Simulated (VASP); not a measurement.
# SiNi (Pmmn) in VASP: notebook

Runs on SiNi. Level: PBE. Tasks: single point.

Program: VASP 6.6.1. These are calculated values, not measurements. Logs are shortened: lines on timing, memory, paths and dates and some standing lists are left out, and cuts for length are marked.

### 1 The cell of the first run

It takes space group Pmmn (No. 59, orthorhombic). The conventional cell has a = 2.986 Å, b = 3.229 Å, c = 4.634 Å, α = 90.00°, β = 90.00°, γ = 90.00°. Within 3.1 Å of Si (site symmetry mm2) lie 6 Ni at 2.31 to 2.36 Å and 6 Si at 2.64 to 2.99 Å. Ni (site symmetry mm2) has 6 Si at 2.31 to 2.36 Å and 6 Ni at 2.63 to 2.99 Å within 3.1 Å.

### 2 Single point, PBE, collinear spin, ferromagnetic start (volume scaled by 0.96)

Contents of INCAR:

```
SYSTEM = SiNi
PREC = Accurate
ENCUT = 520
EDIFF = 1E-6
ISMEAR = -1
SIGMA = 0.05
LREAL = .FALSE.
LASPH = .TRUE.
NELM = 150
ALGO = Normal
ISIF = 2
LWAVE = .FALSE.
LCHARG = .TRUE.
ISPIN = 2
MAGMOM = 0 0 1.5 1.5
LORBIT = 11
LMAXMIX = 4
GGA = PE
LELF = .TRUE.
LVHAR = .TRUE.
NBANDS = 26
```

Contents of KPOINTS:

```
regular mesh
0
G
  11 10 7
  0 0 0
```

Contents of POSCAR:

```
SiNi
1.0
    2.9857147154      0.0000000000      0.0000000000
    0.0000000000      3.2292580901      0.0000000000
    0.0000000000      0.0000000000      4.6342689737
Si Ni
2 2
Direct
    0.5000000000      0.5000000000      0.8423000000
    0.0000000000      0.0000000000      0.1577000000
    0.5000000000      0.5000000000      0.3442200000
    0.0000000000      0.0000000000      0.6557800000
```

Potentials or basis: VASP PAW PBE potentials, release 64 (Si, Ni).

Run with:

```sh
> cat potpaw_PBE.64/Si/POTCAR potpaw_PBE.64/Ni/POTCAR > POTCAR
> mpirun -np 1 vasp_std > vasp.out
```

OUTCAR:

```text
SYSTEM = SiNi
   PREC = Accurate
   ENCUT = 520
   EDIFF = 1E-6
   ISMEAR = -1
   LREAL = .FALSE.
   LASPH = .TRUE.
   NELM = 150
   ISIF = 2
   ISPIN = 2
   LORBIT = 11
   GGA = PE

 ion  position               nearest neighbor table
   1  0.500  0.500  0.842-   3 2.31   3 2.33   4 2.36   4 2.36   4 2.36   4 2.36   2 2.64   2 2.64
                             2 2.64   2 2.64
   2  0.000  0.000  0.158-   4 2.31   4 2.33   3 2.36   3 2.36   3 2.36   3 2.36   1 2.64   1 2.64
                             1 2.64   1 2.64
   3  0.500  0.500  0.344-   1 2.31   1 2.33   2 2.36   2 2.36   2 2.36   2 2.36   4 2.63   4 2.63
                             4 2.63   4 2.63
   4  0.000  0.000  0.656-   2 2.31   2 2.33   1 2.36   1 2.36   1 2.36   1 2.36   3 2.63   3 2.63
                             3 2.63   3 2.63

  LATTYP: Found a simple orthorhombic cell.
 ALAT       =     2.9857147154
 B/A-ratio  =     1.0815695396
 C/A-ratio  =     1.5521472798

  Lattice vectors:

 A1 = (   2.9857147154,   0.0000000000,   0.0000000000)
 A2 = (   0.0000000000,   3.2292580901,   0.0000000000)
 A3 = (   0.0000000000,   0.0000000000,   4.6342689737)

Analysis of symmetry for initial positions (statically):
=====================================================================
 Subroutine PRICEL returns:
 Original cell was already a primitive cell.

 Routine SETGRP: Setting up the symmetry group for a
 simple orthorhombic supercell.

 Subroutine GETGRP returns: Found  8 space group operations
 (whereof  4 operations were pure point group operations)
 out of a pool of  8 trial point group operations.

The static configuration has the point symmetry C_2v.
 The point group associated with its full space group is D_2h.

Analysis of symmetry for dynamics (positions and initial velocities):
=====================================================================
 Subroutine PRICEL returns:
 Original cell was already a primitive cell.

 Routine SETGRP: Setting up the symmetry group for a
 simple orthorhombic supercell.

 Subroutine GETGRP returns: Found  8 space group operations
 (whereof  4 operations were pure point group operations)
 out of a pool of  8 trial point group operations.

The dynamic configuration has the point symmetry C_2v.
 The point group associated with its full space group is D_2h.

Analysis of structural, dynamic, and magnetic symmetry:
=====================================================================
 Subroutine PRICEL returns:
 Original cell was already a primitive cell.

 Routine SETGRP: Setting up the symmetry group for a
 simple orthorhombic supercell.

 Subroutine GETGRP returns: Found  8 space group operations
 (whereof  4 operations were pure point group operations)
 out of a pool of  8 trial point group operations.

The overall configuration has the point symmetry C_2v.
 The point group associated with its full space group is D_2h.

 Subroutine INISYM returns: Found  8 space group operations
 (whereof  4 operations are pure point group operations),
 and found     1 'primitive' translations

----------------------------------------------------------------------------------------

                                     Primitive cell

  volume of cell :      44.6820

  direct lattice vectors                    reciprocal lattice vectors
     2.985714715  0.000000000  0.000000000     0.334928181  0.000000000  0.000000000
     0.000000000  3.229258090  0.000000000     0.000000000  0.309668652  0.000000000
     0.000000000  0.000000000  4.634268974     0.000000000  0.000000000  0.215783763

  length of vectors
     2.985714715  3.229258090  4.634268974     0.334928181  0.309668652  0.215783763

  position of ions in fractional coordinates (direct lattice)
     0.500000000  0.500000000  0.842300000
     0.000000000  0.000000000  0.157700000
     0.500000000  0.500000000  0.344220000
     0.000000000  0.000000000  0.655780000

  ion indices of the primitive-cell ions
   primitive index   ion index
                 1           1
                 2           2
                 3           3
                 4           4

----------------------------------------------------------------------------------------

 KPOINTS: regular mesh

Automatic generation of k-mesh.
[... 26 lines left out ...]
  0.272727  0.000000  0.000000      2.000000
  0.363636  0.000000  0.000000      2.000000
  0.454545  0.000000  0.000000      2.000000
[... 16 lines left out ...]
  0.363636  0.300000  0.000000      4.000000
  0.454545  0.300000  0.000000      4.000000
 [... further k-points ...]
   k-points           NKPTS =    144   k-points in BZ     NKDIM =    144   number of bands    NBANDS=     26
   number of dos      NEDOS =    301   number of ions     NIONS =      4
   total plane-waves  NPLWV =  20736
   dimension x,y,z NGX =    24 NGY =   24 NGZ =   36
   dimension x,y,z NGXF=    48 NGYF=   48 NGZF=   72
   ions per type =               2   2
   NGX,Y,Z   is equivalent  to a cutoff of  13.36, 12.36, 12.91 a.u.
   NGXF,Y,Z  is equivalent  to a cutoff of  26.73, 24.71, 25.83 a.u.
 SYSTEM =  SiNi
   PREC   = accura    normal or accurate (medium, high low for compatibility)
   ISTART =      0    job   : 0-new  1-cont  2-samecut
   ICHARG =      2    charge: 1-file 2-atom 10-const
   ISPIN  =      2    spin polarized calculation?
   LNONCOLLINEAR =      F non collinear calculations
   LSORBIT =      F    spin-orbit coupling
   LASPH  =      T    aspherical Exc in radial PAW
   ENCUT  =  520.0 eV  38.22 Ry    6.18 a.u.   5.55  6.00  8.62*2*pi/ulx,y,z
   NELM   =    150;   NELMIN=  2; NELMDL= -5     # of ELM steps
   EDIFF  = 0.1E-05   stopping-criterion for ELM
   LREAL  =      F    real-space projection
   EDIFFG = 0.1E-04   stopping-criterion for IOM
   NSW    =      0    number of steps for IOM
   IBRION =     -1    ionic relax: 0-MD 1-quasi-New 2-CG
   NFREE  =      0    steps in history (QN), initial steepest desc. (CG)
   ISIF   =      2    stress and relaxation
   ISYM   =      2    0-nonsym 1-usesym 2-fastsym
   POTIM  = 0.5000    time-step for ionic-motion
   TEBEG  =    0.0;   TEEND  =   0.0 temperature during run
   PSTRESS=    0.0 pullay stress
   NELECT =      28.0000    total number of electrons
   NUPDOWN=      -1.0000    fix difference up-down
   EMIN   =  10.00;   EMAX   =-10.00  energy-range for DOS
   EFERMI =   0.00;   METHOD = LEGACY
   ISMEAR =    -1;   SIGMA  =   0.05  broadening in eV -4-tet -1-fermi 0-gaus
   EFERMI_NEDOS =   21; number of points for ismear=-14 and -15
   IALGO  =     38    algorithm
   IMIX   =      4    mixing-type and parameters
     AMIX     =   0.40;   BMIX     =  1.00
     AMIX_MAG =   1.60;   BMIX_MAG =  1.00
  volume/ion in A,a.u.               =      11.17        75.38
  Fermi-wavevector in a.u.,A,eV,Ry     =   1.400931  2.647376 26.702898  1.962608
  Thomas-Fermi vector in A             =   2.523843
   LORBIT       =     11    0 simple, 1 ext, 2 COOP (PROOUT), +10 PAW based schemes
   GGA     = PE    functional components
   LHFCALC =     F    Hartree Fock is set to
   AEXX    =    0.0000 exact exchange contribution
   IVDW    =     0    specifies the selected vdW correction
   LEPSILON=     F    determine dielectric tensor
   LRPA    =     F    only Hartree local field effects (RPA)
 spin polarized calculation
  energy-cutoff  :      520.00
  volume of cell :       44.68
 maximum number of plane-waves:      1228
 NGX is ok and might be reduce to    24
   NGX = 11   NGY = 13   NGZ = 17

 number of electron      27.9999988 magnetization      -0.0000404

 number of electron      27.9999988 magnetization       0.0000394

 Free energy of the ion-electron system (eV)
  ---------------------------------------------------
  ext. energy  EPLUGINS =         0.00000000
  ---------------------------------------------------
  free energy    TOTEN  =       -23.54582066 eV

  energy without entropy =      -23.53498092  energy(sigma->0) =      -23.54040079

 E-fermi :  11.8677     XC(G=0): -12.6615

 val. band max:       11.8555436986   @ k =   0.2727   0.2000   0.1429
 cond. band min:      11.8683543913   @ k =   0.0000   0.1000   0.2857
 fundamental gap:      0.0128106927
 Fermi energy:        11.8676994147

 spin component 1

 k-point     1 :       0.0000    0.0000    0.0000
  band No.  band energies     occupation
      1      -2.3050      1.00000
      2       3.5952      1.00000
      3       5.2092      1.00000
      4       7.5111      1.00000
      5       8.1823      1.00000
      6       8.7533      1.00000
[... 685 lines left out ...]
     25      28.1788      0.00000
     26      28.7831      0.00000

 [... further k-points ...]

 spin component 2

 k-point     1 :       0.0000    0.0000    0.0000
  band No.  band energies     occupation
      1      -2.3050      1.00000
      2       3.5953      1.00000
      3       5.2093      1.00000
      4       7.5111      1.00000
      5       8.1823      1.00000
      6       8.7533      1.00000
[... 685 lines left out ...]
     25      28.1788      0.00000
     26      28.7831      0.00000

 [... further k-points ...]

------------------------ aborting loop because EDIFF is reached ----------------------------------------

  FORCE on cell =-STRESS in cart. coord.  units (eV):
  Direction    XX          YY          ZZ          XY          YZ          ZX
  --------------------------------------------------------------------------------------
  -------------------------------------------------------------------------------------
  Total        2.1745650      2.4057266      3.3836126      0.0000000      0.0000000      0.0000000
  in kB       77.9741537     86.2629990    121.3274061      0.0000000      0.0000000      0.0000000
  external PRESSURE =      95.1881863 kB  Pullay stress =       0.0000000 kB

 VOLUME and BASIS-vectors are now :
 -----------------------------------------------------------------------------
  energy-cutoff  :      520.00
  volume of cell :       44.68
      direct lattice vectors                 reciprocal lattice vectors
     2.985714715  0.000000000  0.000000000     0.334928181  0.000000000  0.000000000
     0.000000000  3.229258090  0.000000000     0.000000000  0.309668652  0.000000000
     0.000000000  0.000000000  4.634268974     0.000000000  0.000000000  0.215783763

 POSITION                                       TOTAL-FORCE (eV/Angst)
 -----------------------------------------------------------------------------------
      1.49286      1.61463      3.90344         0.000000      0.000000      0.191779
      0.00000      0.00000      0.73082         0.000000      0.000000     -0.191779
      1.49286      1.61463      1.59521         0.000000      0.000000     -0.024497
      0.00000      0.00000      3.03906         0.000000      0.000000      0.024497
 -----------------------------------------------------------------------------------
    total drift:                                0.000000      0.000000      0.000000

  FREE ENERGIE OF THE ION-ELECTRON SYSTEM (eV)
  ---------------------------------------------------
  free  energy   TOTEN  =       -23.5458206621 eV

  energy  without entropy=      -23.5349809223  energy(sigma->0) =      -23.54040079

 total charge

# of ion       s       p       d       tot
------------------------------------------
    1        0.748   0.880   0.000   1.628
    2        0.748   0.880   0.000   1.628
    3        0.492   0.643   8.484   9.619
    4        0.492   0.643   8.484   9.619
--------------------------------------------------
tot          2.481   3.046  16.967  22.494

 magnetization (x)

# of ion       s       p       d       tot
------------------------------------------
    1       -0.000   0.000   0.000   0.000
    2       -0.000   0.000   0.000   0.000
    3       -0.000  -0.000   0.000  -0.000
    4       -0.000  -0.000   0.000  -0.000
--------------------------------------------------
tot         -0.000   0.000   0.000   0.000
```

It took 8.9 min on 1 thread of AMD EPYC 7R13, shared host; peak memory 0.32 GiB.

Results:

```yaml
Free_energy: -23.5458 eV
Pressure: 9.5 GPa
Largest_force: 0.192 eV/Å
Band_gap_on_the_k_mesh: zero (filled and empty bands overlap)
Net_moment: 0.00 μB per cell
Valence_electrons_inside_the_program's_atomic_spheres: Si 1.63; Ni 9.62
```

Forces in eV/Å, atoms in the order of the input:
```
Si   0.000  0.000  0.192
Si   0.000  0.000 -0.192
Ni   0.000  0.000 -0.024
Ni   0.000  0.000  0.024
```

Stress tensor (GPa, compression positive):
```
 7.80  0.00  0.00
 0.00  8.63  0.00
 0.00  0.00 12.13
```

Caveat: the starting moments collapsed, and a magnetic state may lie lower.

(Continued in part 2 of 2.)
